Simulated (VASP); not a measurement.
# Pd (I4/mmm) in VASP: notebook

Pd is run at these levels: r2SCAN; tasks: single point.

Program: VASP 6.6.1. These are calculated values, not measurements. Logs are shortened: lines on timing, memory, paths and dates and some standing lists are left out, and cuts for length are marked.

### 1 The cell of the first run

It takes space group I4/mmm (No. 139, tetragonal). The conventional cell has a = 2.751 Å, b = 2.751 Å, c = 3.695 Å, α = 90.00°, β = 90.00°, γ = 90.00°. Within 3.5 Å of Pd (site symmetry 4/mmm) lie 12 Pd at 2.68 to 2.75 Å.

### 2 Single point, r2SCAN (strain +0.000 along x and y, -0.050 along z)

The input, POSCAR:

```
Pd
1.0
    0.0000000000      1.9449000000      1.8476550000
    1.9449000000      0.0000000000      1.8476550000
    1.9449000000      1.9449000000      0.0000000000
Pd
1
Direct
    0.0000000000      0.0000000000      0.0000000000
```

The input, INCAR.step1:

```
ALGO = Normal
EDIFF = 1E-5
ENCUT = 590
GGA = PE
GGA_COMPAT = False
ISMEAR = 0
LASPH = True
LCHARG = False
LREAL = False
LWAVE = True
NBANDS = 15
NELM = 120
PREC = Accurate
SIGMA = 0.15
```

The input, INCAR.step2:

```
ALGO = Normal
EDIFF = 1E-6
ENCUT = 590
GGA_COMPAT = False
ISIF = 2
ISMEAR = 0
ISTART = 1
LASPH = True
LCHARG = True
LELF = True
LMIXTAU = True
LREAL = False
LVHAR = True
LWAVE = False
METAGGA = R2SCAN
NBANDS = 15
NELM = 120
PREC = Accurate
SIGMA = 0.15
```

The input, KPOINTS:

```
k-points
0
Gamma
  20 20 20
```

Potentials or basis: VASP PAW PBE potentials, release 64 (Pd_sv_GW).

Command:

```
cat potpaw_PBE.64/Pd_sv_GW/POTCAR > POTCAR
cp INCAR.step1 INCAR
mpirun -np 1 vasp_std > vasp.out
cp INCAR.step2 INCAR
mpirun -np 1 vasp_std > vasp.out
```

OUTCAR:

```text
EDIFF = 1E-6
   ENCUT = 590
   ISIF = 2
   ISMEAR = 0
   ISTART = 1
   LASPH = True
   LREAL = False
   METAGGA = R2SCAN
   NELM = 120
   PREC = Accurate

 ion  position               nearest neighbor table
   1  0.000  0.000  0.000-

  LATTYP: Found a body centered tetragonal cell.
 ALAT       =     2.7505039575
 C/A-ratio  =     1.3435028843

  Lattice vectors:

 A1 = (   0.0000000000,  -1.9449000000,  -1.8476550000)
 A2 = (   0.0000000000,   1.9449000000,  -1.8476550000)
 A3 = (   1.9449000000,   0.0000000000,   1.8476550000)

Analysis of symmetry for initial positions (statically):
=====================================================================
 Subroutine PRICEL returns:
 Original cell was already a primitive cell.

 Routine SETGRP: Setting up the symmetry group for a
 body centered tetragonal supercell.

 Subroutine GETGRP returns: Found 16 space group operations
 (whereof 16 operations were pure point group operations)
 out of a pool of 16 trial point group operations.

The static configuration has the point symmetry D_4h.

Analysis of symmetry for dynamics (positions and initial velocities):
=====================================================================
 Subroutine PRICEL returns:
 Original cell was already a primitive cell.

 Routine SETGRP: Setting up the symmetry group for a
 body centered tetragonal supercell.

 Subroutine GETGRP returns: Found 16 space group operations
 (whereof 16 operations were pure point group operations)
 out of a pool of 16 trial point group operations.

The dynamic configuration has the point symmetry D_4h.

 Subroutine INISYM returns: Found 16 space group operations
 (whereof 16 operations are pure point group operations),
 and found     1 'primitive' translations

----------------------------------------------------------------------------------------

                                     Primitive cell

  volume of cell :      13.9780

  direct lattice vectors                    reciprocal lattice vectors
     0.000000000  1.944900000  1.847655000    -0.257082626  0.257082626  0.270613291
     1.944900000  0.000000000  1.847655000     0.257082626 -0.257082626  0.270613291
     1.944900000  1.944900000  0.000000000     0.257082626  0.257082626 -0.270613291

  length of vectors
     2.682622785  2.682622785  2.750503957     0.453226772  0.453226772  0.453226772

  position of ions in fractional coordinates (direct lattice)
     0.000000000  0.000000000  0.000000000

  ion indices of the primitive-cell ions
   primitive index   ion index
                 1           1

----------------------------------------------------------------------------------------

 KPOINTS: k-points

Automatic generation of k-mesh.
 Grid dimensions read from file:
 generate k-points for:   20   20   20

 Generating k-lattice:

  Cartesian coordinates                     Fractional coordinates (reciprocal lattice)
    -0.012854131  0.012854131  0.013530665     0.050000000  0.000000000  0.000000000
     0.012854131 -0.012854131  0.013530665     0.000000000  0.050000000  0.000000000
     0.012854131  0.012854131 -0.013530665     0.000000000  0.000000000  0.050000000

  Length of vectors
     0.022661339  0.022661339  0.022661339

  Shift w.r.t. Gamma in fractional coordinates (k-lattice)
     0.000000000  0.000000000  0.000000000

 Subroutine IBZKPT returns following result:
 ===========================================

 Found    641 irreducible k-points:

 Following reciprocal coordinates:
            Coordinates               Weight
  0.000000  0.000000  0.000000      1.000000
  0.050000  0.000000  0.000000      8.000000
  0.100000  0.000000  0.000000      8.000000
  0.150000  0.000000  0.000000      8.000000
  0.200000  0.000000  0.000000      8.000000
  0.250000  0.000000  0.000000      8.000000
[... 16 lines left out ...]
 -0.400000  0.050000  0.000000      8.000000
 -0.350000  0.050000  0.000000      8.000000
 [... further k-points ...]
   k-points           NKPTS =    641   k-points in BZ     NKDIM =    641   number of bands    NBANDS=     15
   number of dos      NEDOS =    301   number of ions     NIONS =      1
   total plane-waves  NPLWV =  13824
   dimension x,y,z NGX =    24 NGY =   24 NGZ =   24
   dimension x,y,z NGXF=    48 NGYF=   48 NGZF=   48
   ions per type =               1
   NGX,Y,Z   is equivalent  to a cutoff of  14.87, 14.87, 14.51 a.u.
   NGXF,Y,Z  is equivalent  to a cutoff of  29.75, 29.75, 29.01 a.u.
 SYSTEM =  unknown system
   PREC   = accura    normal or accurate (medium, high low for compatibility)
   ISTART =      1    job   : 0-new  1-cont  2-samecut
   ICHARG =      0    charge: 1-file 2-atom 10-const
   ISPIN  =      1    spin polarized calculation?
   LNONCOLLINEAR =      F non collinear calculations
   LSORBIT =      F    spin-orbit coupling
   LASPH  =      T    aspherical Exc in radial PAW
   ENCUT  =  590.0 eV  43.36 Ry    6.59 a.u.   5.31  5.31  5.45*2*pi/ulx,y,z
   NELM   =    120;   NELMIN=  2; NELMDL=  0     # of ELM steps
   EDIFF  = 0.1E-05   stopping-criterion for ELM
   LREAL  =      F    real-space projection
   EDIFFG = 0.1E-04   stopping-criterion for IOM
   NSW    =      0    number of steps for IOM
   IBRION =     -1    ionic relax: 0-MD 1-quasi-New 2-CG
   NFREE  =      0    steps in history (QN), initial steepest desc. (CG)
   ISIF   =      2    stress and relaxation
   ISYM   =      2    0-nonsym 1-usesym 2-fastsym
   POTIM  = 0.5000    time-step for ionic-motion
   TEBEG  =    0.0;   TEEND  =   0.0 temperature during run
   PSTRESS=    0.0 pullay stress
   NELECT =      18.0000    total number of electrons
   NUPDOWN=      -1.0000    fix difference up-down
   EMIN   =  10.00;   EMAX   =-10.00  energy-range for DOS
   EFERMI =   0.00;   METHOD = LEGACY
   ISMEAR =     0;   SIGMA  =   0.15  broadening in eV -4-tet -1-fermi 0-gaus
   EFERMI_NEDOS =   21; number of points for ismear=-14 and -15
   IALGO  =     38    algorithm
   IMIX   =      4    mixing-type and parameters
     AMIX     =   0.40;   BMIX     =  1.00
     AMIX_MAG =   1.60;   BMIX_MAG =  1.00
  volume/ion in A,a.u.               =      13.98        94.33
  Fermi-wavevector in a.u.,A,eV,Ry     =   1.781082  3.365756 43.161112  3.172252
  Thomas-Fermi vector in A             =   2.845744
   LORBIT       =      0    0 simple, 1 ext, 2 COOP (PROOUT), +10 PAW based schemes
   METAGGA = R2SCAN    functional components
   LHFCALC =     F    Hartree Fock is set to
   AEXX    =    0.0000 exact exchange contribution
   IVDW    =     0    specifies the selected vdW correction
   LEPSILON=     F    determine dielectric tensor
   LRPA    =     F    only Hartree local field effects (RPA)
 non-spin polarized calculation
 Gauss-broadening in eV      SIGMA  =   0.15
  energy-cutoff  :      590.00
  volume of cell :       13.98
 maximum number of plane-waves:       479
 NGX is ok and might be reduce to    24
   NGX = 11   NGY = 11   NGZ = 11

 number of electron      18.0000002 magnetization

 Free energy of the ion-electron system (eV)
  ---------------------------------------------------
  ext. energy  EPLUGINS =         0.00000000
  ---------------------------------------------------
  free energy    TOTEN  =       -21.43940257 eV

  energy without entropy =      -21.41566329  energy(sigma->0) =      -21.42753293

 E-fermi :   9.1044     XC(G=0): -14.8423

 val. band max:        9.1026937513   @ k =   0.5000   0.0500   0.4000
 cond. band min:       9.1055235947   @ k =  -0.4500   0.0500   0.3500
 fundamental gap:      0.0028298433
 Fermi energy:         9.1044333897

 k-point     1 :       0.0000    0.0000    0.0000
  band No.  band energies     occupation
      1     -77.5270      2.00000
      2     -42.1546      2.00000
      3     -42.1365      2.00000
      4     -42.1365      2.00000
      5       1.5461      2.00000
      6       5.7803      2.00000
      7       5.7803      2.00000
      8       6.2789      2.00000
      9       7.4169      2.00000
     10       7.9330      2.00000
     11      26.9305      0.00000
     12      31.6530      0.00000
     13      31.6530      0.00000
     14      33.0849      0.00000
     15      38.2912      0.00000

 k-point     2 :       0.0500    0.0000    0.0000
  band No.  band energies     occupation
      1     -77.5251      2.00000
      2     -42.1628      2.00000
      3     -42.1431      2.00000
      4     -42.1387      2.00000
      5       1.6456      2.00000
      6       5.7712      2.00000
      7       5.8157      2.00000
      8       6.2856      2.00000
      9       7.4054      2.00000
     10       7.9099      2.00000
     11      27.0461      0.00000
     12      31.2876      0.00000
     13      31.7777      0.00000
     14      32.9616      0.00000
     15      38.8582      0.00000

 k-point     3 :       0.1000    0.0000    0.0000
  band No.  band energies     occupation
      1     -77.5198      2.00000
      2     -42.1972      2.00000
      3     -42.1512      2.00000
      4     -42.1457      2.00000
      5       1.9341      2.00000
      6       5.7308      2.00000
      7       5.9084      2.00000
      8       6.3256      2.00000
      9       7.3860      2.00000
     10       7.8520      2.00000
     11      27.3430      0.00000
     12      30.1469      0.00000
     13      32.1405      0.00000
     14      33.1197      0.00000
     15      38.8141      0.00000
[... 343 lines left out ...]
 k-point    23 :      -0.4000    0.0500    0.0000
  band No.  band energies     occupation
      1     -77.4560      2.00000
      2     -42.6304      2.00000
      3     -42.2241      2.00000
      4     -42.2124      2.00000
      5       3.3998      2.00000
      6       5.7278      2.00000
      7       6.1094      2.00000
      8       8.2465      2.00000
      9       8.8444      1.98578
     10       9.8903      0.00000
     11      18.8602      0.00000
     12      26.6992      0.00000
     13      31.7335      0.00000
     14      31.8632      0.00000
     15      37.6595      0.00000

 k-point    24 :      -0.3500    0.0500    0.0000
  band No.  band energies     occupation
      1     -77.4636      2.00000
      2     -42.5781      2.00000
      3     -42.2129      2.00000
      4     -42.2094      2.00000
      5       3.4781      2.00000
      6       5.8186      2.00000
      7       6.2063      2.00000
      8       7.6220      2.00000
      9       8.4819      2.00000
     10       9.1625      0.58429
     11      20.5660      0.00000
     12      27.1142      0.00000
     13      32.1021      0.00000
     14      32.9711      0.00000
     15      37.0812      0.00000

 [... further k-points ...]

------------------------ aborting loop because EDIFF is reached ----------------------------------------

  FORCE on cell =-STRESS in cart. coord.  units (eV):
  Direction    XX          YY          ZZ          XY          YZ          ZX
  --------------------------------------------------------------------------------------
  -------------------------------------------------------------------------------------
  Total        1.0953793      1.0953793      1.2771474      0.0000000      0.0000000      0.0000000
  in kB      125.5537510    125.5537510    146.3882321      0.0000000      0.0000000      0.0000000
  external PRESSURE =     132.4985780 kB  Pullay stress =       0.0000000 kB

 VOLUME and BASIS-vectors are now :
 -----------------------------------------------------------------------------
  energy-cutoff  :      590.00
  volume of cell :       13.98
      direct lattice vectors                 reciprocal lattice vectors
     0.000000000  1.944900000  1.847655000    -0.257082626  0.257082626  0.270613291
     1.944900000  0.000000000  1.847655000     0.257082626 -0.257082626  0.270613291
     1.944900000  1.944900000  0.000000000     0.257082626  0.257082626 -0.270613291

 POSITION                                       TOTAL-FORCE (eV/Angst)
 -----------------------------------------------------------------------------------
      0.00000      0.00000      0.00000         0.000000      0.000000      0.000000
 -----------------------------------------------------------------------------------
    total drift:                               -0.000000      0.000000      0.000000

  FREE ENERGIE OF THE ION-ELECTRON SYSTEM (eV)
  ---------------------------------------------------
  free  energy   TOTEN  =       -21.4394025678 eV

  energy  without entropy=      -21.4156632939  energy(sigma->0) =      -21.42753293
```

Run time: 9 min. Hardware: 1 thread of Intel Xeon Platinum 8259CL at 2.50GHz (Skylake/Cascade Lake), shared host; peak memory 0.33 GiB.

Results:

```
Free energy            : -21.4394 eV
Pressure               : 13.2 GPa
Band gap on the k mesh : zero (bands 9 and 10 overlap by 1.98 eV)
```

Caveat: the cell differs from its parent crystal (strain +0.000 along x and y, -0.050 along z); the cell stands under pressure; the PAW data sets were made with another functional, which shifts forces and pressure a little.

(Continued in part 2 of 2.)
